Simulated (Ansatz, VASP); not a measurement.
## Zr2MnN2: VASP beside Ansatz

```
CELL_PARAMETERS angstrom
-1.61913 1.61913 5.94069
1.61913 -1.61913 5.94069
1.61913 1.61913 -5.94069
ATOMIC_POSITIONS crystal
Zr 0.35061 0.35061 0.00000
Zr 0.64939 0.64939 0.00000
Mn 0.00000 0.00000 0.00000
N 0.16255 0.16255 0.00000
N 0.83745 0.83745 0.00000
```

Alike in both runs: functional PBE; k mesh 5 × 5 × 5; occupations gaussian, width 0.15 eV; collinear spin.

Ansatz relaxed the structure, and its values are those at the end. VASP's run is a single point on that final structure, the one shown.

```csv
,VASP,Ansatz
version,VASP 6.6.1,Ansatz 0.2.0
potentials or method,"VASP PAW PBE potentials, release 64 (Zr_sv, Mn_pv, N), cutoff 600 eV","scalar-relativistic, plane waves, PAW"
valence electrons in the cell,47,49
```

|  | VASP | Ansatz | Ansatz less VASP |
| --- | --- | --- | --- |
| gap on the k mesh at the Fermi level (eV) | none | none | - |
| pressure (GPa) | 0.1 | -0.1 | -0.21 |
| rms of the force components (eV/Å) | 0.023 | 0.014 | -0.0096 |
| net moment per atom (μB) | 0.35 | 0.35 | 0.000 |
| size of the moment on the site where the two differ most (μB) | 2.00 | 1.75 | -0.256 |

Site moments also hang on the region over which each program counts them. A gap of «none» marks a metal or a gap that the smearing closes. With one functional, cell and mesh, what is left measures potentials, basis and numerics. VASP's potentials hold 47 valence electrons a cell and Ansatz's 49, so a difference there can come from the potentials and not from the codes.

The k mesh is coarse, so the values compare programs but aren't converged.
